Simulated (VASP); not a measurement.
SbMo (rocksalt type):

```xyz
2
Lattice="0.0000 2.7988 2.7988 2.7988 0.0000 2.7988 2.7988 2.7988 0.0000" Properties=species:S:1:pos:R:3 pbc="T T T"
Mo    0.0000    0.0000    0.0000
Sb    2.7988    2.7988    2.7988
```

```yaml
Program: VASP 6.6.1
Task: relaxation of cell and atoms
Functional: LDA
Potentials_or_basis: VASP PAW LDA potentials, release 64 (Mo_sv, Sb)
Cutoff: 600 eV
k_mesh: 13 × 13 × 13
Occupations: fermi-dirac, width 0.1 eV
Spin: no spin polarisation
```

At the start: pressure -11.1 GPa; volume 21.92 Å³/atom.

Task: Where does the relaxation end?

Result: Over 7 steps the energy falls by 75.4 meV/atom and the volume is 19.93 Å³/atom (-9.1 %); space group Fm-3m (No. 225, to 0.1 Å) before and after.

The path:
```tsv
step	energy change (eV)	largest force (eV/Å)	pressure (GPa)	volume (Å³)
1	0.0000	0.0000	-11.06	43.85
2	0.1997	0.0000	25.71	34.93
3	-0.1506	0.0000	-0.48	39.99
4	-0.1508	0.0000	-0.07	39.88
5	-0.1507	0.0000	0.21	39.80
6	-0.1507	0.0000	-0.27	39.93
7	-0.1508	0.0000	0.00	39.86
```

Final structure:
```
CELL_PARAMETERS angstrom
0.00000 2.71116 2.71116
2.71116 0.00000 2.71116
2.71116 2.71116 0.00000
ATOMIC_POSITIONS crystal
Mo 0.00000 0.00000 0.00000
Sb 0.50000 0.50000 0.50000
```
